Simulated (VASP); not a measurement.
Set up this calculation in VASP 6.6.1, as the native input.

```
Task                   : relaxation of shape and atoms at fixed volume
Functional             : PBE
Potentials or basis    : VASP PAW PBE potentials, release 64 (Sc_sv)
Cutoff                 : 600 eV
k mesh                 : 13 × 13 × 7
Occupations            : fermi-dirac, width 0.08 eV
Spin                   : no spin polarisation
Dipole correction      : no
Further INCAR settings : ALGO = Normal; EDIFF = 1e-06; IBRION = 2; EDIFFG = -0.005; NSW = 50; ISIF = 4
```

The structure of Sc lies in POSCAR:

```
Sc
1.0
    3.2633625536      0.0000000000      0.0000000000
   -1.6316812768      2.8261548732      0.0000000000
    0.0000000000      0.0000000000      5.0892222519
Sc
2
Direct
    0.3333333333      0.6666666667      0.2500000000
    0.6666666667      0.3333333333      0.7500000000
```

These files were run (other wordings do the same):

INCAR

```
PREC = Accurate
ENCUT = 600
EDIFF = 1E-6
ISMEAR = -1
SIGMA = 0.08
LREAL = F
LASPH = T
NELM = 100
ALGO = Normal
ISIF = 4
LWAVE = F
LCHARG = F
GGA = PE
IBRION = 2
NSW = 50
EDIFFG = -0.005
```

KPOINTS

```
Automatic mesh
0
Gamma
  13 13 7
```

Potentials or basis: VASP PAW PBE potentials, release 64 (Sc_sv).

Launch:

```sh
$ cat potpaw_PBE.64/Sc_sv/POTCAR > POTCAR
$ mpirun -np 1 vasp_std > vasp.out
```

It gave:

| Item | Value |
| --- | --- |
| Energy gained by relaxing | 0.0 meV/atom |
| Ionic steps | 3 |
| Pressure after relaxing | 3.1 GPa |
| Band gap on the k mesh | zero (bands 11 and 12 overlap by 1.41 eV) |

It took 3 min on 1 thread of AMD EPYC 9755 128-Core Processor (shared host), peak memory 0.18 GiB.
